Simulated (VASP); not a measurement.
## Ni: density of states with PBE

Ni:

```
Ni
1.0
    -1.40063    1.40063    1.40063
     1.40063   -1.40063    1.40063
     1.40063    1.40063   -1.40063
Ni
1
Direct
  0.00000 0.00000 0.00000
```

- Program: VASP 6.6.1
- Task: density of states
- Functional: PBE
- Potentials or basis: VASP PAW PBE potentials, release 64 (Ni)
- Cutoff: 520 eV
- k mesh: 20 × 20 × 20
- Occupations: gaussian, width 0.05 eV
- Spin: collinear spin, ferromagnetic start
- Starting moments: [0.68] μB
- Dipole correction: no
- k mesh for the DOS: 30 × 30 × 30
- Occupations for the DOS: tetrahedron
- Further INCAR settings: ALGO = Fast; EDIFF = 1e-06; NBANDS = 15

```yaml
Net_moment: 0.58 μB per cell
Site_moments: Ni +0.56 μB
Valence_electrons_inside_the_program's_atomic_spheres: Ni 9.30
```

Levels at points of the mesh, in eV from the Fermi level:
Spin up:
| k point | band 1 | band 2 | band 3 | band 4 | band 5 | band 6 | band 7 | band 8 | band 9 | band 10 |
| --- | --- | --- | --- | --- | --- | --- | --- | --- | --- | --- |
| (0.00, 0.00, 0.00) | -8.82 | -2.28 | -2.28 | -2.28 | -0.87 | -0.87 | 26.35 | 26.35 | 26.35 | 31.18 |
| (0.50, 0.00, 0.00) | -4.55 | -3.18 | -0.96 | -0.72 | -0.09 | 0.29 | 6.40 | 19.02 | 19.89 | 23.64 |
| (0.50, 0.50, 0.50) | -4.11 | -4.11 | -0.30 | -0.30 | -0.30 | 9.72 | 9.72 | 9.72 | 15.58 | 15.58 |
Spin down:
```
           k point  band 2  band 3  band 4  band 5  band 6  band 7  band 8  band 9
(0.00, 0.00, 0.00)   -1.57   -1.57   -1.57   -0.38   -0.38   26.25   26.25   26.25
(0.50, 0.00, 0.00)   -2.53   -0.39   -0.22    0.26    0.73    6.76   18.96   20.00
(0.50, 0.50, 0.50)   -3.79    0.50    0.50    0.50    9.76    9.76    9.76   15.67
```

It took 120 s on 1 thread of Intel(R) Xeon(R) 6975P-C (Granite Rapids), with other jobs on the host, peak memory 0.44 GiB.
